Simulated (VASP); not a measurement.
# BN (P6_3/mmc) in VASP: a series of runs, part 2 of 2

VASP 6.6.1. The steps go on from the part before.

## (3) Single point, PBEsol (volume 8.860 Å^3 an atom, c/a of the conventional cell 2.6133)

Input file INCAR:

```
SYSTEM = BN
PREC = Accurate
ENCUT = 520
EDIFF = 1E-6
ISMEAR = 0
SIGMA = 0.05
LREAL = .False.
LASPH = .True.
NELM = 100
ALGO = Normal
ISIF = 2
LWAVE = .False.
LCHARG = .True.
GGA = PS
LELF = .True.
LVHAR = .True.
NBANDS = 16
```

Input file KPOINTS:

```
regular mesh
0
Gamma
  12 12 4
  0 0 0
```

Input file POSCAR:

```
BN
1.0
    2.5018308166      0.0000000000      0.0000000000
   -1.2509154083      2.1666490431      0.0000000000
    0.0000000000      0.0000000000      6.5380344730
B N
2 2
Direct
    0.3333333333      0.6666666667      0.2500000000
    0.6666666667      0.3333333333      0.7500000000
    0.3333333333      0.6666666667      0.7500000000
    0.6666666667      0.3333333333      0.2500000000
```

Potentials or basis: VASP PAW PBE potentials, release 64 (B, N).

On the command line:

```sh
cat potpaw_PBE.64/B/POTCAR potpaw_PBE.64/N/POTCAR > POTCAR
mpirun -np 1 vasp_std > vasp.out
```

OUTCAR:

```text
SYSTEM = BN
   PREC = Accurate
   ENCUT = 520
   EDIFF = 1E-6
   ISMEAR = 0
   LREAL = .False.
   LASPH = .True.
   NELM = 100
   ISIF = 2
   GGA = PS

 ion  position               nearest neighbor table
   1  0.333  0.667  0.250-   4 1.44   4 1.44   4 1.44
   2  0.667  0.333  0.750-   3 1.44   3 1.44   3 1.44
   3  0.333  0.667  0.750-   2 1.44   2 1.44   2 1.44
   4  0.667  0.333  0.250-   1 1.44   1 1.44   1 1.44

  LATTYP: Found a hexagonal cell.
 ALAT       =     2.5018308166
 C/A-ratio  =     2.6133000000

  Lattice vectors:

 A1 = (   2.5018308166,   0.0000000000,   0.0000000000)
 A2 = (  -1.2509154083,   2.1666490431,   0.0000000000)
 A3 = (   0.0000000000,   0.0000000000,   6.5380344730)

Analysis of symmetry for initial positions (statically):
=====================================================================
 Subroutine PRICEL returns:
 Original cell was already a primitive cell.

 Routine SETGRP: Setting up the symmetry group for a
 hexagonal supercell.

 Subroutine GETGRP returns: Found 24 space group operations
 (whereof 12 operations were pure point group operations)
 out of a pool of 24 trial point group operations.

[... 166 lines left out ...]

  energy without entropy =      -36.56084364  energy(sigma->0) =      -36.56084364

 E-fermi :   2.5998     XC(G=0): -10.4128

 val. band max:        2.3388416346   @ k =   0.3333   0.2500   0.0000
 cond. band min:       6.4749469179   @ k =   0.5000   0.0000   0.0000
 fundamental gap:      4.1361052833
 Fermi energy:         2.5997645967

 k-point     1 :       0.0000    0.0000    0.0000
  band No.  band energies     occupation
      1     -15.4677      2.00000
      2     -15.1262      2.00000
      3      -4.0521      2.00000
      4      -1.7055      2.00000
      5       1.0224      2.00000
      6       1.0224      2.00000
[... 433 lines left out ...]
      3      -4.5671      2.00000
      4      -4.4979      2.00000
      5      -1.2465      2.00000
      6      -1.1954      2.00000
[... 8 lines left out ...]
     15      19.0984      0.00000
     16      20.9758      0.00000

 [... further k-points ...]
[... 5 lines left out ...]
  --------------------------------------------------------------------------------------
  -------------------------------------------------------------------------------------
  Total        0.3914522      0.3914522      0.2600930      0.0000000      0.0000000      0.0000000
  in kB       17.6968370     17.6968370     11.7583256      0.0000000      0.0000000      0.0000000
  external PRESSURE =      15.7173332 kB  Pullay stress =       0.0000000 kB

 VOLUME and BASIS-vectors are now :
 -----------------------------------------------------------------------------
  energy-cutoff  :      520.00
  volume of cell :       35.44
      direct lattice vectors                 reciprocal lattice vectors
     2.501830817  0.000000000  0.000000000     0.399707284  0.230771108  0.000000000
    -1.250915408  2.166649043  0.000000000     0.000000000  0.461542216  0.000000000
     0.000000000  0.000000000  6.538034473     0.000000000  0.000000000  0.152951167

 POSITION                                       TOTAL-FORCE (eV/Angst)
 -----------------------------------------------------------------------------------
     -0.00000      1.44443      1.63451        -0.000000      0.000000      0.000000
      1.25092      0.72222      4.90353         0.000000      0.000000      0.000000
     -0.00000      1.44443      4.90353         0.000000      0.000000      0.000000
      1.25092      0.72222      1.63451        -0.000000      0.000000      0.000000
 -----------------------------------------------------------------------------------
    total drift:                               -0.000000      0.000000      0.000000

  FREE ENERGIE OF THE ION-ELECTRON SYSTEM (eV)
  ---------------------------------------------------
  free  energy   TOTEN  =       -36.5608436442 eV

  energy  without entropy=      -36.5608436442  energy(sigma->0) =      -36.56084364
```

OSZICAR:

```text
N       E                     dE             d eps       ncg     rms          rms(c)
DAV:   1     0.431937286935E+02    0.43194E+02   -0.78970E+03  1832   0.921E+02
DAV:   2    -0.370530045085E+02   -0.80247E+02   -0.73452E+02  2592   0.221E+02
DAV:   3    -0.399706313341E+02   -0.29176E+01   -0.29078E+01  2376   0.404E+01
DAV:   4    -0.399879733542E+02   -0.17342E-01   -0.17340E-01  2288   0.348E+00
DAV:   5    -0.399881273196E+02   -0.15397E-03   -0.15396E-03  2304   0.312E-01    0.110E+01
DAV:   6    -0.369352273436E+02    0.30529E+01   -0.47739E+00  2352   0.167E+01    0.504E+00
DAV:   7    -0.366458526214E+02    0.28937E+00   -0.52393E-01  2448   0.529E+00    0.310E+00
DAV:   8    -0.365647236816E+02    0.81129E-01   -0.21112E-01  2320   0.308E+00    0.454E-01
DAV:   9    -0.365602382504E+02    0.44854E-02   -0.13801E-02  2136   0.949E-01    0.179E-01
DAV:  10    -0.365607740998E+02   -0.53585E-03   -0.99558E-04  2136   0.240E-01    0.290E-02
DAV:  11    -0.365608360532E+02   -0.61953E-04   -0.56856E-05  2248   0.600E-02    0.202E-02
DAV:  12    -0.365608435852E+02   -0.75320E-05   -0.17364E-05  2016   0.287E-02    0.178E-03
DAV:  13    -0.365608436442E+02   -0.59038E-07   -0.39966E-07  1896   0.505E-03
   1 F= -.36560844E+02 E0= -.36560844E+02  d E =-.887691E-15
```

stdout:

```text
POSCAR found type information on POSCAR B N
 POSCAR found :  2 types and       4 ions
 scaLAPACK will be used
 -----------------------------------------------------------------------------
|                                                                             |
|                                                                             |
|     You enforced a specific xc type in the INCAR file but a different       |
|     I HOPE YOU KNOW WHAT YOU ARE DOING!                                     |
|                                                                             |
 -----------------------------------------------------------------------------

 LDA part: xc-table for (Slater+PW92), standard interpolation
 POSCAR, INCAR and KPOINTS ok, starting setup
 FFT: planning ... GRIDC
 FFT: planning ... GRID_SOFT
 FFT: planning ... GRID
 WAVECAR not read
 entering main loop
```

Wall time 38 s (1 thread of Intel Xeon Platinum 8259CL at 2.50GHz (Skylake/Cascade Lake), shared host); peak memory 0.15 GiB.

What came out:

| Item | Value |
| --- | --- |
| Free energy | -36.5608 eV |
| Pressure | 1.6 GPa |
| Band gap on the k mesh | 4.14 eV, indirect (least direct gap 4.55 eV) |

Stress tensor (GPa, compression positive):
```
1.77 0.00 0.00
0.00 1.77 0.00
0.00 0.00 1.18
```

Levels at points of the mesh, in eV from the valence-band top:
| k point | band 6 | band 7 | band 8 | band 9 | band 10 | band 11 |
| --- | --- | --- | --- | --- | --- | --- |
| (0.00, 0.00, 0.00) | -1.32 | -1.27 | -1.27 | 5.14 | 10.36 | 11.51 |
| (0.50, 0.00, 0.00) | -4.08 | -1.53 | -0.41 | 4.14 | 5.66 | 9.47 |
| (0.00, 0.00, 0.50) | -1.29 | -1.29 | -1.29 | 7.64 | 7.64 | 11.58 |
| (0.50, 0.00, 0.50) | -4.12 | -0.95 | -0.95 | 4.63 | 4.63 | 9.88 |

Caveat: the PAW data sets were made with another functional, which shifts forces and pressure a little; this functional lacks dispersion, which binds the layers, so the pressure and a relaxed spacing across them are unreliable.
